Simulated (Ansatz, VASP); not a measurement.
GaN: VASP beside Ansatz

The input POSCAR:

```
GaN
1.0
    3.4288888430      0.0000000000      0.0000000000
   -1.7144444215      2.9695048448      0.0000000000
    0.0000000000      0.0000000000      4.4670878286
Ga N
2 2
Direct
    0.3333333333      0.6666666667      0.9991101048
    0.6666666667      0.3333333333      0.4991101048
    0.3333333333      0.6666666667      0.3758898952
    0.6666666667      0.3333333333      0.8758898952
```

Contents of INCAR.step1:

```
PREC = Accurate
ENCUT = 520
ISMEAR = 0
SIGMA = 0.05
LREAL = False
LASPH = True
NELM = 100
NBANDS = 26
GGA = PE
ALGO = Normal
EDIFF = 1E-4
LWAVE = True
LCHARG = False
```

File INCAR.step2:

```
PREC = Accurate
ENCUT = 520
EDIFF = 1E-6
ISMEAR = 0
SIGMA = 0.05
LREAL = False
LASPH = True
NELM = 100
ALGO = Normal
ISIF = 2
LWAVE = False
LCHARG = False
METAGGA = R2SCAN
LMIXTAU = True
NBANDS = 26
ISTART = 1
```

KPOINTS

```
regular mesh
0
Gamma
  12 12 6
```

Input for Ansatz:

```yaml
crystal:
  lattice:
    - [3.428888843, 0.0, 0.0]
    - [-1.7144444215, 2.9695048448, 0.0]
    - [0.0, 0.0, 4.4670878286]
  atoms:
    - { symbol: Ga, position: [0.3333333333, 0.6666666667, 0.9991101048] }
    - { symbol: Ga, position: [0.6666666667, 0.3333333333, 0.4991101048] }
    - { symbol: "N", position: [0.3333333333, 0.6666666667, 0.3758898952] }
    - { symbol: "N", position: [0.6666666667, 0.3333333333, 0.8758898952] }
basis:
  ecutwfc: 500
kpoints:
  mp_grid: { grid: [12, 12, 6] }
hamiltonian:
  xc: r2scan
scf:
  occupations: { method: gaussian, width: 0.05 }
output:
  forces: true
  stress: true
  eigenvalues: true
```

Alike in both runs: task single point; functional r2SCAN; k mesh 12 × 12 × 6; occupations gaussian, width 0.05 eV; no spin polarisation.

|  | VASP | Ansatz |
| --- | --- | --- |
| version | VASP 6.6.1 | Ansatz 0.2.0 |
| potentials or method | VASP PAW PBE potentials, release 64 (Ga_d, N), cutoff 520 eV | scalar-relativistic, plane waves, PAW |
| valence electrons in the cell | 36 | 36 |

```csv
,VASP,Ansatz,Ansatz less VASP
gap on the k mesh at the Fermi level (eV),2.24,2.25,+0.008
least direct gap on the mesh (eV),2.24,2.25,+0.008
pressure (GPa),17.0,16.0,-0.96
"traceless stress, the component that is largest in VASP (GPa)",71.26,70.84,-0.418
rms of the force components (eV/Å),3.250,3.212,-0.0373
```

VASP's potentials were made for PBE, not for r2SCAN. Atom by atom the forces differ by 0.037 eV/Å (rms over components).
